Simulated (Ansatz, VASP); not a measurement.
## Sb: VASP beside Ansatz

```
Sb
1.0
    -1.88417    1.88417    1.88417
     1.88417   -1.88417    1.88417
     1.88417    1.88417   -1.88417
Sb
1
Direct
  0.00000 0.00000 0.00000
```

Alike in both runs: task single point; functional RPBE; k mesh 13 × 13 × 13; occupations fermi-dirac, width 0.1 eV; no spin polarisation.

|  | VASP | Ansatz |
| --- | --- | --- |
| version | VASP 6.6.1 | Ansatz 0.2.0 |
| potentials or method | VASP PAW PBE potentials, release 64 (Sb), cutoff 520 eV | plane waves (420 eV) with PAW, scalar-relativistic |
| valence electrons in the cell | 5 | 15 |

```csv
,VASP,Ansatz,Ansatz less VASP
pressure (GPa),2.2,2.4,+0.21
```

VASP's potentials were made for PBE, not for RPBE. VASP's potentials hold 5 valence electrons a cell and Ansatz's 15, so a difference there can come from the potentials and not from the codes.

Spin-orbit coupling is off throughout.
